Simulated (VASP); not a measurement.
The system is Fe.

```
CELL_PARAMETERS angstrom
0.00000 1.90210 1.92499
1.46785 0.00000 1.92499
1.46785 1.90210 0.00000
ATOMIC_POSITIONS crystal
Fe 0.00000 0.00000 0.00000
```

Base run:

```yaml
Program: VASP 6.6.1
Functional: r2SCAN
Potentials_or_basis: VASP PAW PBE potentials, release 64 (Fe)
Cutoff: 520 eV
k_mesh: 13 × 13 × 13
Occupations: fermi-dirac, width 0.05 eV
Spin: collinear spin, ferromagnetic start
Starting_moments: "[3.0] μB"
```

Its results: pressure 21.2 GPa; net moment 2.59 μB per cell; site moments Fe +2.62 μB.

Problem. The run is repeated on the same cell with these changes: functional from r2SCAN to PBEsol; further incar settings from ALGO = Normal; EDIFF = 1e-07; NBANDS = 14 to ALGO = Normal; EDIFF = 1e-06; NBANDS = 14. What comes out?

Solution. Pressure 1.5 GPa; net moment 2.08 μB per cell; site moments Fe +2.06 μB.

Caveats: the PAW data sets were made with another functional, which shifts forces and pressure a little.
